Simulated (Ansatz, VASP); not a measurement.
# One calculation of Pt, two programs

```
CELL_PARAMETERS angstrom
-1.70060 1.70060 -1.36762
1.70060 -1.70060 -4.10286
-3.40120 -3.40120 2.73524
ATOMIC_POSITIONS crystal
Pt 0.75000 0.75000 0.50000
Pt 0.75000 0.75000 0.00000
Pt 0.25000 0.25000 0.50000
Pt 0.25000 0.25000 0.00000
```

Alike in both runs: task single point; functional PBE; k mesh 8 × 8 × 8; occupations gaussian, width 0.2 eV; no spin polarisation.

|  | VASP | Ansatz |
| --- | --- | --- |
| version | VASP 6.6.1 | Ansatz 0.2.0 |
| potentials or method | VASP PAW PBE potentials, release 64 (Pt), cutoff 520 eV | scalar-relativistic, plane waves, PAW |
| valence electrons in the cell | 40 | 72 |

|  | VASP | Ansatz | Ansatz less VASP |
| --- | --- | --- | --- |
| gap on the k mesh at the Fermi level (eV) | none | none | - |
| pressure (GPa) | 0.0 | 0.5 | +0.49 |
| traceless stress, the component that is largest in VASP (GPa) | -0.64 | -0.64 | +0.003 |

A gap of «none» marks a metal or a gap that the smearing closes. VASP's potentials hold 40 valence electrons a cell and Ansatz's 72, so a difference there can come from the potentials and not from the codes.

Neither program's run includes spin-orbit coupling.
